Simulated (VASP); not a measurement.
# BP (kl) (F-43m) in VASP: a series of runs

The runs below take BP (kl) through single point, with LDA.

Everything below comes from runs of VASP 6.6.1. Logs are shortened: lines on timing, memory, paths and dates and some standing lists are left out, and cuts for length are marked.

### Step 1. The cell of the first run

It takes space group F-43m (No. 216, cubic). The conventional cell has a = 4.532 Å, b = 4.532 Å, c = 4.532 Å, α = 90.00°, β = 90.00°, γ = 90.00°. B (site symmetry -43m) has 4 P at 1.96 Å within 2.6 Å. P (site symmetry -43m) has 4 B at 1.96 Å within 2.6 Å.

### Step 2. Single point, LDA

Input file INCAR:

```
SYSTEM = BP
PREC = Accurate
ENCUT = 500
EDIFF = 1E-6
ISMEAR = 0
SIGMA = 0.1
LREAL = .False.
LASPH = .True.
NELM = 120
ALGO = Normal
ISIF = 2
LWAVE = .False.
LCHARG = .True.
GGA = CA
LELF = .True.
LVHAR = .True.
NBANDS = 11
GGA_COMPAT = .False.
```

Input file KPOINTS:

```
regular mesh
0
Gamma
  8 8 8
  0 0 0
```

Input file POSCAR:

```
BP
1.0
    0.0000000000      2.2660723800      2.2660723800
    2.2660723800      0.0000000000      2.2660723800
    2.2660723800      2.2660723800      0.0000000000
B P
1 1
Direct
    0.0000000000      0.0000000000      0.0000000000
    0.7500000000      0.7500000000      0.7500000000
```

Potentials or basis: VASP PAW LDA potentials, release 64 (B, P).

Run with:

```
cat potpaw_LDA.64/B/POTCAR potpaw_LDA.64/P/POTCAR > POTCAR
mpirun -np 1 vasp_std > vasp.out
```

OUTCAR:

```text
SYSTEM = BP
   PREC = Accurate
   ENCUT = 500
   EDIFF = 1E-6
   ISMEAR = 0
   LREAL = .False.
   LASPH = .True.
   NELM = 120
   ISIF = 2
   GGA = CA

 ion  position               nearest neighbor table
   1  0.000  0.000  0.000-   2 1.96   2 1.96   2 1.96   2 1.96
   2  0.750  0.750  0.750-   1 1.96   1 1.96   1 1.96   1 1.96

  LATTYP: Found a face centered cubic cell.
 ALAT       =     4.5321447600

  Lattice vectors:

 A1 = (   0.0000000000,   2.2660723800,   2.2660723800)
 A2 = (   2.2660723800,   0.0000000000,   2.2660723800)
 A3 = (   2.2660723800,   2.2660723800,   0.0000000000)

Analysis of symmetry for initial positions (statically):
=====================================================================
 Subroutine PRICEL returns:
 Original cell was already a primitive cell.

 Routine SETGRP: Setting up the symmetry group for a
 face centered cubic supercell.

 Subroutine GETGRP returns: Found 24 space group operations
 (whereof 24 operations were pure point group operations)
 out of a pool of 48 trial point group operations.

The static configuration has the point symmetry T_d .

Analysis of symmetry for dynamics (positions and initial velocities):
=====================================================================
 Subroutine PRICEL returns:
 Original cell was already a primitive cell.

 Routine SETGRP: Setting up the symmetry group for a
 face centered cubic supercell.

 Subroutine GETGRP returns: Found 24 space group operations
 (whereof 24 operations were pure point group operations)
 out of a pool of 48 trial point group operations.

The dynamic configuration has the point symmetry T_d .

 Subroutine INISYM returns: Found 24 space group operations
 (whereof 24 operations are pure point group operations),
 and found     1 'primitive' translations

----------------------------------------------------------------------------------------

                                     Primitive cell

  volume of cell :      23.2729

  direct lattice vectors                    reciprocal lattice vectors
     0.000000000  2.266072380  2.266072380    -0.220646085  0.220646085  0.220646085
     2.266072380  0.000000000  2.266072380     0.220646085 -0.220646085  0.220646085
     2.266072380  2.266072380  0.000000000     0.220646085  0.220646085 -0.220646085

  length of vectors
     3.204710293  3.204710293  3.204710293     0.382170230  0.382170230  0.382170230

  position of ions in fractional coordinates (direct lattice)
     0.000000000  0.000000000  0.000000000
     0.750000000  0.750000000  0.750000000

  ion indices of the primitive-cell ions
[... 79 lines left out ...]
   IBRION =     -1    ionic relax: 0-MD 1-quasi-New 2-CG
   NFREE  =      0    steps in history (QN), initial steepest desc. (CG)
   ISIF   =      2    stress and relaxation
   ISYM   =      2    0-nonsym 1-usesym 2-fastsym
   POTIM  = 0.5000    time-step for ionic-motion
   TEBEG  =    0.0;   TEEND  =   0.0 temperature during run
   PSTRESS=    0.0 pullay stress
   NELECT =       8.0000    total number of electrons
   NUPDOWN=      -1.0000    fix difference up-down
   EMIN   =  10.00;   EMAX   =-10.00  energy-range for DOS
   EFERMI =   0.00;   METHOD = LEGACY
   ISMEAR =     0;   SIGMA  =   0.10  broadening in eV -4-tet -1-fermi 0-gaus
   EFERMI_NEDOS =   21; number of points for ismear=-14 and -15
   IALGO  =     38    algorithm
   IMIX   =      4    mixing-type and parameters
     AMIX     =   0.40;   BMIX     =  1.00
     AMIX_MAG =   1.60;   BMIX_MAG =  1.00
  volume/ion in A,a.u.               =      11.64        78.53
  Fermi-wavevector in a.u.,A,eV,Ry     =   1.146800  2.167138 17.893708  1.315150
  Thomas-Fermi vector in A             =   2.283483
   LORBIT       =      0    0 simple, 1 ext, 2 COOP (PROOUT), +10 PAW based schemes
   GGA     = CA    functional components
   LHFCALC =     F    Hartree Fock is set to
   AEXX    =    0.0000 exact exchange contribution
   IVDW    =     0    specifies the selected vdW correction
   LEPSILON=     F    determine dielectric tensor
   LRPA    =     F    only Hartree local field effects (RPA)
 non-spin polarized calculation
 Gauss-broadening in eV      SIGMA  =   0.10
  energy-cutoff  :      500.00
  volume of cell :       23.27
 maximum number of plane-waves:       609
   NGX = 11   NGY = 11   NGZ = 11

 number of electron       8.0000000 magnetization

 Free energy of the ion-electron system (eV)
  ---------------------------------------------------
  ext. energy  EPLUGINS =         0.00000000
  ---------------------------------------------------
  free energy    TOTEN  =       -14.38767269 eV

  energy without entropy =      -14.38767269  energy(sigma->0) =      -14.38767269

 E-fermi :   7.8757     XC(G=0): -11.1037

 val. band max:        7.4531954361   @ k =   0.0000   0.0000   0.0000
 cond. band min:       8.6661859416   @ k =   0.3750   0.3750   0.0000
 fundamental gap:      1.2129905055
 Fermi energy:         7.8757264168

 k-point     1 :       0.0000    0.0000    0.0000
  band No.  band energies     occupation
      1      -7.9715      2.00000
      2       7.4532      2.00000
      3       7.4532      2.00000
      4       7.4532      2.00000
      5      10.8372      0.00000
      6      10.8372      0.00000
      7      10.8372      0.00000
      8      14.8810      0.00000
      9      18.7362      0.00000
     10      19.6454      0.00000
     11      19.6454      0.00000
[... 309 lines left out ...]
 k-point    24 :      -0.3750    0.2500    0.1250
  band No.  band energies     occupation
      1      -3.9694      2.00000
      2      -0.9798      2.00000
      3       2.9362      2.00000
      4       4.3272      2.00000
      5      11.5694      0.00000
      6      12.6389      0.00000
      7      15.7328      0.00000
      8      17.1572      0.00000
      9      17.8300      0.00000
     10      21.8195      0.00000
     11      24.1516      0.00000

 [... further k-points ...]
[... 5 lines left out ...]
  --------------------------------------------------------------------------------------
  -------------------------------------------------------------------------------------
  Total       -0.6818984     -0.6818984     -0.6818984      0.0000000     -0.0000000      0.0000000
  in kB      -46.9438710    -46.9438710    -46.9438710      0.0000000     -0.0000000      0.0000000
  external PRESSURE =     -46.9438710 kB  Pullay stress =       0.0000000 kB

 VOLUME and BASIS-vectors are now :
 -----------------------------------------------------------------------------
  energy-cutoff  :      500.00
  volume of cell :       23.27
      direct lattice vectors                 reciprocal lattice vectors
     0.000000000  2.266072380  2.266072380    -0.220646085  0.220646085  0.220646085
     2.266072380  0.000000000  2.266072380     0.220646085 -0.220646085  0.220646085
     2.266072380  2.266072380  0.000000000     0.220646085  0.220646085 -0.220646085

 POSITION                                       TOTAL-FORCE (eV/Angst)
 -----------------------------------------------------------------------------------
      0.00000      0.00000      0.00000         0.000000     -0.000000      0.000000
      3.39911      3.39911      3.39911        -0.000000      0.000000     -0.000000
 -----------------------------------------------------------------------------------
    total drift:                               -0.000000     -0.000000     -0.000000

  FREE ENERGIE OF THE ION-ELECTRON SYSTEM (eV)
  ---------------------------------------------------
  free  energy   TOTEN  =       -14.3876726888 eV

  energy  without entropy=      -14.3876726888  energy(sigma->0) =      -14.38767269
```

OSZICAR:

```text
N       E                     dE             d eps       ncg     rms          rms(c)
DAV:   1     0.787737021822E+01    0.78774E+01   -0.38289E+03   638   0.636E+02
DAV:   2    -0.146128616448E+02   -0.22490E+02   -0.21535E+02   846   0.109E+02
DAV:   3    -0.152199398976E+02   -0.60708E+00   -0.60567E+00   810   0.156E+01
DAV:   4    -0.152224711065E+02   -0.25312E-02   -0.25310E-02   726   0.118E+00
DAV:   5    -0.152224851306E+02   -0.14024E-04   -0.14024E-04   798   0.863E-02    0.738E+00
DAV:   6    -0.145139787263E+02    0.70851E+00   -0.16199E+00   722   0.545E+00    0.388E+00
DAV:   7    -0.144004122798E+02    0.11357E+00   -0.25440E-01   791   0.252E+00    0.129E+00
DAV:   8    -0.143876364131E+02    0.12776E-01   -0.31426E-02   745   0.946E-01    0.220E-01
DAV:   9    -0.143876749847E+02   -0.38572E-04   -0.81295E-04   716   0.197E-01    0.155E-01
DAV:  10    -0.143876708692E+02    0.41155E-05   -0.12731E-04   680   0.643E-02    0.340E-02
DAV:  11    -0.143876732314E+02   -0.23622E-05   -0.86993E-06   785   0.144E-02    0.407E-02
DAV:  12    -0.143876726888E+02    0.54256E-06   -0.27740E-06   460   0.701E-03
   1 F= -.14387673E+02 E0= -.14387673E+02  d E =-.583048E-11
```

stdout:

```text
POSCAR found type information on POSCAR B P
 POSCAR found :  2 types and       2 ions
 scaLAPACK will be used
 LDA part: xc-table for (Slater(with rela. corr.)+CA(PZ))
 , standard interpolation
 POSCAR, INCAR and KPOINTS ok, starting setup
 FFT: planning ... GRIDC
 FFT: planning ... GRID_SOFT
 FFT: planning ... GRID
 WAVECAR not read
 entering main loop
```

Wall time 5 s (1 thread of Intel Xeon 6975P-C, shared host); peak memory 0.12 GiB.

What came out:

```
Free energy            : -14.3877 eV
Pressure               : -4.7 GPa
Band gap on the k mesh : 1.21 eV, indirect (least direct gap 3.38 eV)
```

A k mesh can miss the band edges. Expect the measured gap to be larger: semilocal functionals such as LDA lack the derivative discontinuity.

### Step 3. Single point, LDA

This run uses another cell than the first one, of 11.32 Å³/atom, 0.973 times its volume.

Input file INCAR:

```
SYSTEM = BP
PREC = Accurate ; ENCUT = 500
EDIFF = 1E-6 ; ISMEAR = 0
SIGMA = 0.02 ; LREAL = .FALSE.
LASPH = .TRUE. ; NELM = 120
ALGO = Normal ; ISIF = 2
LWAVE = .FALSE. ; LCHARG = .FALSE.
GGA = CA ; NBANDS = 11
GGA_COMPAT = .FALSE.
```

Input file KPOINTS:

```
regular mesh
0
G
  10 10 10
  0 0 0
```

Input file POSCAR:

```
BP
1.0
    0.0000000000      2.2453028949      2.2453028949
    2.2453028949      0.0000000000      2.2453028949
    2.2453028949      2.2453028949      0.0000000000
B P
1 1
Direct
    0.0000000000      0.0000000000      0.0000000000
    0.7500000000      0.7500000000      0.7500000000
```

Potentials or basis: VASP PAW LDA potentials, release 64 (B, P).

Run with:

```
cat potpaw_LDA.64/B/POTCAR potpaw_LDA.64/P/POTCAR > POTCAR
mpirun -np 1 vasp_std > vasp.out
```

It took 5.4 s on 1 thread of Intel Xeon 6975P-C, shared host; peak memory 0.12 GiB.

Results (log left out):

* Free energy: -14.3991 eV
* Pressure: -0.1 GPa
* Band gap on the k mesh: 1.15 eV, indirect (least direct gap 3.43 eV)

Levels at points of the mesh, in eV from the valence-band top:
| k point | band 1 | band 2 | band 3 | band 4 | band 5 | band 6 | band 7 | band 8 | band 9 |
| --- | --- | --- | --- | --- | --- | --- | --- | --- | --- |
| (0.00, 0.00, 0.00) | -15.67 | 0.00 | 0.00 | 0.00 | 3.43 | 3.43 | 3.43 | 7.85 | 11.48 |
| (0.50, 0.00, 0.00) | -12.22 | -9.24 | -1.79 | -1.79 | 3.97 | 4.70 | 4.70 | 10.03 | 14.78 |
| (0.50, 0.50, 0.00) | -10.67 | -8.65 | -4.22 | -4.22 | 1.24 | 1.53 | 12.29 | 12.29 | 15.36 |
